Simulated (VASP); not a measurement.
# Ta (Im-3m) in VASP: a series of runs

The runs below take Ta through single point, with PBE.

Program: VASP 6.6.1. These are calculated values, not measurements. Logs are shortened: lines on timing, memory, paths and dates and some standing lists are left out, and cuts for length are marked.

## Step 1: The cell of the first run

It takes space group Im-3m (No. 229, cubic). The conventional cell has a = 3.212 Å, b = 3.212 Å, c = 3.212 Å, α = 90.00°, β = 90.00°, γ = 90.00°. Within 3.7 Å of Ta (site symmetry m-3m) lie 14 Ta at 2.78 to 3.21 Å.

## Step 2: Single point, PBE

INCAR

```
SYSTEM = Ta
PREC     = Accurate       ! precision mode
ENCUT    = 500            ! plane-wave cutoff, eV
EDIFF    = 1E-6           ! SCF threshold, eV
ISMEAR   = 1              ! smearing method
SIGMA    = 0.15           ! smearing width, eV
LREAL    = .FALSE.        ! projectors in reciprocal space
LASPH    = .TRUE.         ! aspherical terms in the spheres
NELM     = 120            ! most SCF steps
ALGO     = Normal         ! electronic algorithm
ISIF     = 2              ! what is computed and relaxed
LWAVE    = .FALSE.        ! write WAVECAR
LCHARG   = .FALSE.        ! write CHGCAR
GGA      = PE             ! functional
NBANDS   = 12             ! bands
GGA_COMPAT= .FALSE.
```

KPOINTS

```
regular mesh
0
G
  14 14 14
  0 0 0
```

POSCAR

```
Ta
1.0
   -1.6060164770      1.6060164770      1.6060164770
    1.6060164770     -1.6060164770      1.6060164770
    1.6060164770      1.6060164770     -1.6060164770
Ta
1
Direct
    0.0000000000      0.0000000000      0.0000000000
```

Potentials or basis: VASP PAW PBE potentials, release 64 (Ta_pv).

Run with:

```sh
cat potpaw_PBE.64/Ta_pv/POTCAR > POTCAR
mpirun -np 1 vasp_std > vasp.out
```

OUTCAR:

```text
SYSTEM = Ta
   PREC = Accurate
   ENCUT = 500
   EDIFF = 1E-6
   ISMEAR = 1
   LREAL = .FALSE.
   LASPH = .TRUE.
   NELM = 120
   ISIF = 2
   GGA = PE

 ion  position               nearest neighbor table
   1  0.000  0.000  0.000-

  LATTYP: Found a body centered cubic cell.
 ALAT       =     3.2120329540

  Lattice vectors:

 A1 = (  -1.6060164770,   1.6060164770,   1.6060164770)
 A2 = (   1.6060164770,  -1.6060164770,   1.6060164770)
 A3 = (   1.6060164770,   1.6060164770,  -1.6060164770)

Analysis of symmetry for initial positions (statically):
=====================================================================
 Subroutine PRICEL returns:
 Original cell was already a primitive cell.

 Routine SETGRP: Setting up the symmetry group for a
 body centered cubic supercell.

 Subroutine GETGRP returns: Found 48 space group operations
 (whereof 48 operations were pure point group operations)
 out of a pool of 48 trial point group operations.

The static configuration has the point symmetry O_h .

Analysis of symmetry for dynamics (positions and initial velocities):
=====================================================================
 Subroutine PRICEL returns:
 Original cell was already a primitive cell.

 Routine SETGRP: Setting up the symmetry group for a
 body centered cubic supercell.

 Subroutine GETGRP returns: Found 48 space group operations
 (whereof 48 operations were pure point group operations)
 out of a pool of 48 trial point group operations.

The dynamic configuration has the point symmetry O_h .

 Subroutine INISYM returns: Found 48 space group operations
 (whereof 48 operations are pure point group operations),
 and found     1 'primitive' translations

----------------------------------------------------------------------------------------

                                     Primitive cell

  volume of cell :      16.5695

  direct lattice vectors                    reciprocal lattice vectors
    -1.606016477  1.606016477  1.606016477     0.000000000  0.311329309  0.311329309
     1.606016477 -1.606016477  1.606016477     0.311329309  0.000000000  0.311329309
     1.606016477  1.606016477 -1.606016477     0.311329309  0.311329309  0.000000000

  length of vectors
     2.781702136  2.781702136  2.781702136     0.440286131  0.440286131  0.440286131

  position of ions in fractional coordinates (direct lattice)
     0.000000000  0.000000000  0.000000000

  ion indices of the primitive-cell ions
   primitive index   ion index
                 1           1
[... 74 lines left out ...]
   EDIFFG = 0.1E-04   stopping-criterion for IOM
   NSW    =      0    number of steps for IOM
   IBRION =     -1    ionic relax: 0-MD 1-quasi-New 2-CG
   NFREE  =      0    steps in history (QN), initial steepest desc. (CG)
   ISIF   =      2    stress and relaxation
   ISYM   =      2    0-nonsym 1-usesym 2-fastsym
   POTIM  = 0.5000    time-step for ionic-motion
   TEBEG  =    0.0;   TEEND  =   0.0 temperature during run
   PSTRESS=    0.0 pullay stress
   NELECT =      11.0000    total number of electrons
   NUPDOWN=      -1.0000    fix difference up-down
   EMIN   =  10.00;   EMAX   =-10.00  energy-range for DOS
   EFERMI =   0.00;   METHOD = LEGACY
   ISMEAR =     1;   SIGMA  =   0.15  broadening in eV -4-tet -1-fermi 0-gaus
   EFERMI_NEDOS =   21; number of points for ismear=-14 and -15
   IALGO  =     38    algorithm
   IMIX   =      4    mixing-type and parameters
     AMIX     =   0.40;   BMIX     =  1.00
     AMIX_MAG =   1.60;   BMIX_MAG =  1.00
  volume/ion in A,a.u.               =      16.57       111.82
  Fermi-wavevector in a.u.,A,eV,Ry     =   1.428134  2.698783 27.750004  2.039568
  Thomas-Fermi vector in A             =   2.548229
   LORBIT       =      0    0 simple, 1 ext, 2 COOP (PROOUT), +10 PAW based schemes
   GGA     = PE    functional components
   LHFCALC =     F    Hartree Fock is set to
   AEXX    =    0.0000 exact exchange contribution
   IVDW    =     0    specifies the selected vdW correction
   LEPSILON=     F    determine dielectric tensor
   LRPA    =     F    only Hartree local field effects (RPA)
 non-spin polarized calculation
 Methfessel and Paxton  Order N= 1 SIGMA  =   0.15
  energy-cutoff  :      500.00
  volume of cell :       16.57
 maximum number of plane-waves:       432
   NGX = 11   NGY = 11   NGZ = 11

 number of electron      10.9999996 magnetization

 Free energy of the ion-electron system (eV)
  ---------------------------------------------------
  ext. energy  EPLUGINS =         0.00000000
  ---------------------------------------------------
  free energy    TOTEN  =       -11.69848557 eV

  energy without entropy =      -11.69885729  energy(sigma->0) =      -11.69860948

 E-fermi :   6.1551     XC(G=0): -13.0524

 val. band max:        6.1378344676   @ k =   0.3571   0.2143   0.0714
 cond. band min:       6.1568001849   @ k =   0.3571   0.2143   0.0000
 fundamental gap:      0.0189657173
 Fermi energy:         6.1551318358

 k-point     1 :       0.0000    0.0000    0.0000
  band No.  band energies     occupation
      1     -26.5566      2.00000
      2     -26.5566      2.00000
      3     -26.5566      2.00000
      4      -2.0433      2.00000
      5       6.9070     -0.00000
      6       6.9070     -0.00000
      7       6.9070     -0.00000
      8      10.4853      0.00000
      9      10.4853      0.00000
     10      21.5918      0.00000
     11      21.5918      0.00000
     12      21.5918      0.00000
[... 331 lines left out ...]
 k-point    24 :       0.3571    0.2857   -0.0000
  band No.  band energies     occupation
      1     -27.7381      2.00000
      2     -27.5036      2.00000
      3     -26.7499      2.00000
      4       3.3630      2.00000
      5       4.8293      2.00000
      6       5.5046      2.00000
      7      10.7817      0.00000
      8      11.4405      0.00000
      9      16.1631      0.00000
     10      18.3994      0.00000
     11      20.2718      0.00000
     12      21.1654      0.00000

 [... further k-points ...]
[... 5 lines left out ...]
  --------------------------------------------------------------------------------------
  -------------------------------------------------------------------------------------
  Total        2.4853126      2.4853126      2.4853126      0.0000000     -0.0000000      0.0000000
  in kB      240.3154067    240.3154067    240.3154067      0.0000000     -0.0000000      0.0000000
  external PRESSURE =     240.3154067 kB  Pullay stress =       0.0000000 kB

 VOLUME and BASIS-vectors are now :
 -----------------------------------------------------------------------------
  energy-cutoff  :      500.00
  volume of cell :       16.57
      direct lattice vectors                 reciprocal lattice vectors
    -1.606016477  1.606016477  1.606016477     0.000000000  0.311329309  0.311329309
     1.606016477 -1.606016477  1.606016477     0.311329309  0.000000000  0.311329309
     1.606016477  1.606016477 -1.606016477     0.311329309  0.311329309  0.000000000

 POSITION                                       TOTAL-FORCE (eV/Angst)
 -----------------------------------------------------------------------------------
      0.00000      0.00000      0.00000         0.000000     -0.000000      0.000000
 -----------------------------------------------------------------------------------
    total drift:                                0.000000     -0.000000      0.000000

  FREE ENERGIE OF THE ION-ELECTRON SYSTEM (eV)
  ---------------------------------------------------
  free  energy   TOTEN  =       -11.6984855688 eV

  energy  without entropy=      -11.6988572896  energy(sigma->0) =      -11.69860948
```

OSZICAR:

```text
N       E                     dE             d eps       ncg     rms          rms(c)
DAV:   1     0.599140503264E+02    0.59914E+02   -0.60467E+03  2520   0.864E+02
DAV:   2    -0.110997281809E+02   -0.71014E+02   -0.69048E+02  2736   0.244E+02
DAV:   3    -0.121019967629E+02   -0.10023E+01   -0.99717E+00  2988   0.275E+01
DAV:   4    -0.121043059498E+02   -0.23092E-02   -0.23091E-02  2720   0.146E+00
DAV:   5    -0.121043126306E+02   -0.66809E-05   -0.66805E-05  2952   0.742E-02    0.157E+01
DAV:   6    -0.118011259362E+02    0.30319E+00   -0.23262E-01  2896   0.526E+00    0.797E+00
DAV:   7    -0.116998219104E+02    0.10130E+00   -0.22945E-01  2856   0.494E+00    0.380E-01
DAV:   8    -0.116985026820E+02    0.13192E-02   -0.41052E-03  2628   0.677E-01    0.192E-01
DAV:   9    -0.116984917506E+02    0.10931E-04   -0.78213E-05  2988   0.101E-01    0.299E-02
DAV:  10    -0.116984853773E+02    0.63734E-05   -0.32076E-06  2640   0.196E-02    0.114E-03
DAV:  11    -0.116984855688E+02   -0.19149E-06   -0.40285E-08  1412   0.234E-03
   1 F= -.11698486E+02 E0= -.11698609E+02  d E =0.371721E-03
```

Run time: 8.9 s. Hardware: 1 thread of AMD EPYC 7R13 (Zen 3), shared host; peak memory 0.11 GiB.

Results:

- Free energy: -11.6985 eV
- Pressure: 24.0 GPa

Levels at points of the mesh, in eV from the Fermi level:
```
           k point  band 2  band 3  band 4  band 5  band 6  band 7  band 8  band 9
(0.00, 0.00, 0.00)  -32.71  -32.71   -8.20    0.75    0.75    0.75    4.33    4.33
(0.50, 0.00, 0.00)  -33.20  -32.73   -4.74   -1.78    2.04    4.28    5.40    8.67
(0.50, 0.50, 0.50)  -33.77  -33.77   -4.30   -4.30    7.57    7.57    7.57    9.49
```

Caveat: spin-orbit coupling is left out, which moves the levels of the heavy elements.

## Step 3: Single point, PBE

This run uses another cell than the first one, of 17.29 Å³/atom, 1.043 times its volume.

INCAR

```
SYSTEM = Ta
PREC = Accurate
ENCUT = 500
EDIFF = 1E-6
ISMEAR = 1
SIGMA = 0.15
LREAL = .False.
LASPH = .True.
NELM = 120
ALGO = Normal
ISIF = 2
LWAVE = .False.
LCHARG = .False.
GGA = PE
NBANDS = 12
GGA_COMPAT = .False.
```

KPOINTS

```
Automatic mesh
0
Gamma
  14 14 14
  0 0 0
```

POSCAR

```
Ta
1.0
   -1.6289626696      1.6289626696      1.6289626696
    1.6289626696     -1.6289626696      1.6289626696
    1.6289626696      1.6289626696     -1.6289626696
Ta
1
Direct
    0.0000000000      0.0000000000      0.0000000000
```

Potentials or basis: VASP PAW PBE potentials, release 64 (Ta_pv).

Run with:

```sh
cat potpaw_PBE.64/Ta_pv/POTCAR > POTCAR
mpirun -np 1 vasp_std > vasp.out
```

Run time: 13 s. Hardware: 1 thread of AMD EPYC 7R13 (Zen 3), shared host; peak memory 0.12 GiB.

It converged, with:

- Free energy: -11.7806 eV
- Pressure: 12.7 GPa

Levels at points of the mesh, in eV from the Fermi level:
| k point | band 2 | band 3 | band 4 | band 5 | band 6 | band 7 | band 8 | band 9 |
| --- | --- | --- | --- | --- | --- | --- | --- | --- |
| (0.00, 0.00, 0.00) | -32.88 | -32.88 | -8.04 | 0.76 | 0.76 | 0.76 | 4.18 | 4.18 |
| (0.50, 0.00, 0.00) | -33.31 | -32.89 | -4.53 | -1.64 | 1.81 | 4.09 | 5.17 | 8.23 |
| (0.50, 0.50, 0.50) | -33.81 | -33.81 | -4.02 | -4.02 | 7.20 | 7.20 | 7.20 | 9.07 |

Caveat: spin-orbit coupling is left out, which moves the levels of the heavy elements.
